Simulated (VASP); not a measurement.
# AlN (P6_3mc) in VASP: further runs, part 2 of 2

VASP 6.6.1. Earlier steps stand in the parts before.

**3. Single point, PBE0**

The input, POSCAR:

```
AlN
1.0
    6.2595139086      0.0000000608      0.0000000000
   -3.1297570086      5.4208980308      0.0000000000
    0.0000000000      0.0000000000      5.0174032950
Al N
8 8
Direct
    0.3333333333      0.1666666667      0.4992353700
    0.1666666667      0.3333333333      0.9992353700
    0.3333333333      0.6666666667      0.4992353700
    0.1666666667      0.8333333333      0.9992353700
    0.8333333333      0.1666666667      0.4992353700
    0.6666666667      0.3333333333      0.9992353700
    0.8333333333      0.6666666667      0.4992353700
    0.6666666667      0.8333333333      0.9992353700
    0.3333333333      0.1666666667      0.8807646300
    0.1666666667      0.3333333333      0.3807646300
    0.3333333333      0.6666666667      0.8807646300
    0.1666666667      0.8333333333      0.3807646300
    0.8333333333      0.1666666667      0.8807646300
    0.6666666667      0.3333333333      0.3807646300
    0.8333333333      0.6666666667      0.8807646300
    0.6666666667      0.8333333333      0.3807646300
```

The input, INCAR.step1:

```
SYSTEM = AlN
PREC     = Accurate       ! precision mode
ENCUT    = 520            ! plane-wave cutoff, eV
EDIFF    = 1E-5           ! SCF threshold, eV
ISMEAR   = -1             ! smearing method
SIGMA    = 0.01           ! smearing width, eV
LREAL    = .False.        ! projectors in reciprocal space
LASPH    = .True.         ! aspherical terms in the spheres
NELM     = 120            ! most SCF steps
ALGO     = Normal         ! electronic algorithm
ISIF     = 2              ! what is computed and relaxed
LWAVE    = .True.         ! write WAVECAR
LCHARG   = .False.        ! write CHGCAR
GGA      = PE             ! functional
NBANDS   = 46             ! bands
GGA_COMPAT= .False.
```

The input, INCAR.step2:

```
SYSTEM = AlN
PREC     = Accurate       ! precision mode
ENCUT    = 520            ! plane-wave cutoff, eV
EDIFF    = 1E-6           ! SCF threshold, eV
ISMEAR   = -1             ! smearing method
SIGMA    = 0.01           ! smearing width, eV
LREAL    = .False.        ! projectors in reciprocal space
LASPH    = .True.         ! aspherical terms in the spheres
NELM     = 120            ! most SCF steps
ALGO     = Normal         ! electronic algorithm
ISIF     = 2              ! what is computed and relaxed
LWAVE    = .False.        ! write WAVECAR
LCHARG   = .False.        ! write CHGCAR
GGA      = PE             ! functional
LHFCALC  = .True.         ! exact exchange
AEXX     = 0.25           ! exact-exchange fraction
PRECFOCK = Fast         
ISTART   = 1            
NBANDS   = 46             ! bands
GGA_COMPAT= .False.
```

The input, KPOINTS:

```
Automatic mesh
0
Gamma
  1 1 2
  0.25 0.25 0.25
```

Potentials or basis: VASP PAW PBE potentials, release 64 (Al, N).

Launch:

```bash
cat potpaw_PBE.64/Al/POTCAR potpaw_PBE.64/N/POTCAR > POTCAR
cp INCAR.step1 INCAR
mpirun -np 1 vasp_std > vasp.out
cp INCAR.step2 INCAR
mpirun -np 1 vasp_std > vasp.out
```

OUTCAR:

```text
SYSTEM = AlN
   PREC = Accurate
   ENCUT = 520
   EDIFF = 1E-6
   ISMEAR = -1
   LREAL = .False.
   LASPH = .True.
   NELM = 120
   ISIF = 2
   GGA = PE
   LHFCALC = .True.
   AEXX = 0.25
   PRECFOCK = Fast
   ISTART = 1

 ion  position               nearest neighbor table
   1  0.333  0.167  0.499-  10 1.90  14 1.90  12 1.90   9 1.91   2 3.09   2 3.09   6 3.09   6 3.09
                             4 3.09   4 3.09   5 3.13   5 3.13   7 3.13   7 3.13   3 3.13   3 3.13
   2  0.167  0.333  0.999-   9 1.90  13 1.90  11 1.90  10 1.91   1 3.09   1 3.09   5 3.09   5 3.09
                             3 3.09   3 3.09   6 3.13   6 3.13   8 3.13   8 3.13   4 3.13   4 3.13
   3  0.333  0.667  0.499-  12 1.90  16 1.90  10 1.90  11 1.91   4 3.09   4 3.09   8 3.09   8 3.09
                             2 3.09   2 3.09   7 3.13   7 3.13   5 3.13   5 3.13   1 3.13   1 3.13
   4  0.167  0.833  0.999-  11 1.90  15 1.90   9 1.90  12 1.91   3 3.09   3 3.09   7 3.09   7 3.09
                             1 3.09   1 3.09   8 3.13   8 3.13   6 3.13   6 3.13   2 3.13   2 3.13
   5  0.833  0.167  0.499-  14 1.90  10 1.90  16 1.90  13 1.91   6 3.09   6 3.09   2 3.09   2 3.09
                             8 3.09   8 3.09   1 3.13   1 3.13   3 3.13   3 3.13   7 3.13   7 3.13
   6  0.667  0.333  0.999-  13 1.90   9 1.90  15 1.90  14 1.91   5 3.09   5 3.09   1 3.09   1 3.09
                             7 3.09   7 3.09   2 3.13   2 3.13   4 3.13   4 3.13   8 3.13   8 3.13
   7  0.833  0.667  0.499-  16 1.90  12 1.90  14 1.90  15 1.91   8 3.09   8 3.09   4 3.09   4 3.09
                             6 3.09   6 3.09   3 3.13   3 3.13   1 3.13   1 3.13   5 3.13   5 3.13
   8  0.667  0.833  0.999-  15 1.90  11 1.90  13 1.90  16 1.91   7 3.09   7 3.09   3 3.09   3 3.09
                             5 3.09   5 3.09   4 3.13   4 3.13   2 3.13   2 3.13   6 3.13   6 3.13
   9  0.333  0.167  0.881-   2 1.90   6 1.90   4 1.90   1 1.91
[... 14 lines left out ...]
 A1 = (   6.2595139086,   0.0000000608,   0.0000000000)
 A2 = (  -3.1297570086,   5.4208980308,   0.0000000000)
 A3 = (   0.0000000000,   0.0000000000,   5.0174032950)

Analysis of symmetry for initial positions (statically):
=====================================================================
 Subroutine PRICEL returns following result:

  LATTYP: Found a hexagonal cell.
 ALAT       =     3.1297569543
 C/A-ratio  =     1.6031287312

  Lattice vectors:

 A1 = (   3.1297569543,   0.0000000304,   0.0000000000)
 A2 = (  -1.5648785043,   2.7104490154,   0.0000000000)
 A3 = (   0.0000000000,   0.0000000000,   5.0174032950)

   4 primitive cells build up your supercell.

 Routine SETGRP: Setting up the symmetry group for a
 hexagonal supercell.

 Subroutine GETGRP returns: Found 12 space group operations
 (whereof  6 operations were pure point group operations)
 out of a pool of 24 trial point group operations.

The static configuration has the point symmetry C_3v.
 The point group associated with its full space group is C_6v.

Analysis of symmetry for dynamics (positions and initial velocities):
=====================================================================
 Subroutine PRICEL returns following result:

  LATTYP: Found a hexagonal cell.
 ALAT       =     3.1297569543
 C/A-ratio  =     1.6031287312

  Lattice vectors:

 A1 = (   3.1297569543,   0.0000000304,   0.0000000000)
 A2 = (  -1.5648785043,   2.7104490154,   0.0000000000)
 A3 = (   0.0000000000,   0.0000000000,   5.0174032950)

   4 primitive cells build up your supercell.

 Routine SETGRP: Setting up the symmetry group for a
 hexagonal supercell.

 Subroutine GETGRP returns: Found 12 space group operations
[... 83 lines left out ...]
   ENCUT  =  520.0 eV  38.22 Ry    6.18 a.u.  11.64 11.64  9.33*2*pi/ulx,y,z
   NELM   =    120;   NELMIN=  2; NELMDL=  0     # of ELM steps
   EDIFF  = 0.1E-05   stopping-criterion for ELM
   LREAL  =      F    real-space projection
   EDIFFG = 0.1E-04   stopping-criterion for IOM
   NSW    =      0    number of steps for IOM
   IBRION =     -1    ionic relax: 0-MD 1-quasi-New 2-CG
   NFREE  =      0    steps in history (QN), initial steepest desc. (CG)
   ISIF   =      2    stress and relaxation
   ISYM   =      3    0-nonsym 1-usesym 2-fastsym
   POTIM  = 0.5000    time-step for ionic-motion
   TEBEG  =    0.0;   TEEND  =   0.0 temperature during run
   PSTRESS=    0.0 pullay stress
   NELECT =      64.0000    total number of electrons
   NUPDOWN=      -1.0000    fix difference up-down
   EMIN   =  10.00;   EMAX   =-10.00  energy-range for DOS
   EFERMI =   0.00;   METHOD = LEGACY
   ISMEAR =    -1;   SIGMA  =   0.01  broadening in eV -4-tet -1-fermi 0-gaus
   EFERMI_NEDOS =   21; number of points for ismear=-14 and -15
   IALGO  =     38    algorithm
   IMIX   =      1    mixing-type and parameters
     AMIX     =   0.40;   BMIX     =  1.00
     AMIX_MAG =   1.60;   BMIX_MAG =  1.00
  volume/ion in A,a.u.               =      10.64        71.81
  Fermi-wavevector in a.u.,A,eV,Ry     =   1.181511  2.232733 18.993310  1.395969
  Thomas-Fermi vector in A             =   2.317783
   LORBIT       =      0    0 simple, 1 ext, 2 COOP (PROOUT), +10 PAW based schemes
   GGA     = PE    functional components
   LHFCALC =     T    Hartree Fock is set to
   PRECFOCK=fast      Normal, Fast or Accurate (Low or Medium for compatibility)
   ENCUT4O =  -1.0   cutoff for four orbital integrals eV
   NKREDX  =     1    reduce k-point grid by
   NKREDY  =     1    reduce k-point grid by
   NKREDZ  =     1    reduce k-point grid by
   AEXX    =    0.2500 exact exchange contribution
   HFSCREEN=    0.0000 screening length (either q_TF or 0.3 A-1)
   HFSCREENC=   0.0000 screening length for correlation (either q_TF or 0.3 A-1)
   ENCUTFOCK=  -1.0 apply spherical cutoff to Coloumb kernel
   IVDW    =     0    specifies the selected vdW correction
   LEPSILON=     F    determine dielectric tensor
   LRPA    =     F    only Hartree local field effects (RPA)
 non-spin polarized calculation
  energy-cutoff  :      520.00
  volume of cell :      170.25
 maximum number of plane-waves:      4583
 NGX is ok and might be reduce to    48
  NGX = 28; NGY = 28; NGZ = 20

 number of electron      63.9999991 magnetization

 Free energy of the ion-electron system (eV)
  ---------------------------------------------------
  ext. energy  EPLUGINS =         0.00000000
  ---------------------------------------------------
  free energy    TOTEN  =      -148.56899047 eV

  energy without entropy =     -148.56899047  energy(sigma->0) =     -148.56899047

 E-fermi :   4.4644     XC(G=0):  -8.5431

 val. band max:        4.2274308562   @ k =   0.2500   0.2500   0.1250
 cond. band min:      12.0890517688   @ k =   0.2500   0.2500   0.1250
 fundamental gap:      7.8616209125
 Fermi energy:         4.4643545588

 k-point     1 :       0.2500    0.2500    0.1250
  band No.  band energies     occupation
      1     -11.3421      2.00000
      2     -10.6656      2.00000
      3     -10.6656      2.00000
      4      -9.5929      2.00000
      5      -9.5753      2.00000
      6      -9.3032      2.00000
[... 36 lines left out ...]
     43      15.5041      0.00000
     44      15.9248      0.00000

 k-point     2 :       0.2500    0.2500   -0.3750
  band No.  band energies     occupation
      1     -10.9085      2.00000
      2     -10.3072      2.00000
      3     -10.3072      2.00000
      4     -10.1926      2.00000
      5      -9.7467      2.00000
      6      -9.7467      2.00000
[... 36 lines left out ...]
     43      15.8469      0.00000
     44      15.9378      0.00000
 [bands above 44 left out]

------------------------ aborting loop because EDIFF is reached ----------------------------------------

  FORCE on cell =-STRESS in cart. coord.  units (eV):
  Direction    XX          YY          ZZ          XY          YZ          ZX
  --------------------------------------------------------------------------------------
  -------------------------------------------------------------------------------------
  Total       -7.5534447     -7.5534447     -3.5692384      0.0000000     -0.0000000      0.0000000
  in kB      -71.0828409    -71.0828409    -33.5888616      0.0000000     -0.0000000      0.0000000
  external PRESSURE =     -58.5848478 kB  Pullay stress =       0.0000000 kB

 VOLUME and BASIS-vectors are now :
 -----------------------------------------------------------------------------
  energy-cutoff  :      520.00
  volume of cell :      170.25
      direct lattice vectors                 reciprocal lattice vectors
     6.259513909  0.000000061  0.000000000     0.159756813  0.092235641  0.000000000
    -3.129757009  5.420898031  0.000000000    -0.000000002  0.184471279  0.000000000
     0.000000000  0.000000000  5.017403295     0.000000000  0.000000000  0.199306283

 POSITION                                       TOTAL-FORCE (eV/Angst)
 -----------------------------------------------------------------------------------
      1.56488      0.90348      2.50487         0.000000      0.000000      0.117810
     -0.00000      1.80697      5.01357         0.000000     -0.000000      0.117810
     -0.00000      3.61393      2.50487         0.000000      0.000000      0.117810
     -1.56488      4.51742      5.01357         0.000000     -0.000000      0.117810
      4.69464      0.90348      2.50487         0.000000      0.000000      0.117810
      3.12976      1.80697      5.01357        -0.000000     -0.000000      0.117810
[... 8 lines left out ...]
      3.12976      3.61393      4.41915         0.000000     -0.000000     -0.117810
      1.56488      4.51742      1.91045        -0.000000      0.000000     -0.117810
 -----------------------------------------------------------------------------------
    total drift:                               -0.000000     -0.000000      0.017165

  FREE ENERGIE OF THE ION-ELECTRON SYSTEM (eV)
  ---------------------------------------------------
  free  energy   TOTEN  =      -148.5689904702 eV

  energy  without entropy=     -148.5689904702  energy(sigma->0) =     -148.56899047
```

It took 13 min on 1 thread of Intel Xeon Platinum 8259CL at 2.50GHz (Skylake/Cascade Lake), shared host; peak memory 0.3 GiB.

What came out:

| Item | Value |
| --- | --- |
| Free energy | -148.5690 eV |
| Pressure | -5.9 GPa |
| Largest force | 0.118 eV/Å |
| Band gap on the k mesh | 7.86 eV |

Forces on the atoms (eV/Å):
```
Al   0.000  0.000  0.118
Al   0.000  0.000  0.118
Al   0.000  0.000  0.118
Al   0.000  0.000  0.118
Al   0.000  0.000  0.118
Al   0.000  0.000  0.118
Al   0.000  0.000  0.118
Al   0.000  0.000  0.118
N    0.000  0.000 -0.118
N    0.000  0.000 -0.118
N    0.000  0.000 -0.118
N    0.000  0.000 -0.118
N    0.000  0.000 -0.118
N    0.000  0.000 -0.118
N    0.000  0.000 -0.118
N    0.000  0.000 -0.118
```

Caveat: the k points lie up to 0.58 Å⁻¹ apart; the PAW data sets were made with another functional, which shifts forces and pressure a little; a shifted mesh leaves out Γ, where band edges can lie. A k mesh can miss the band edges.
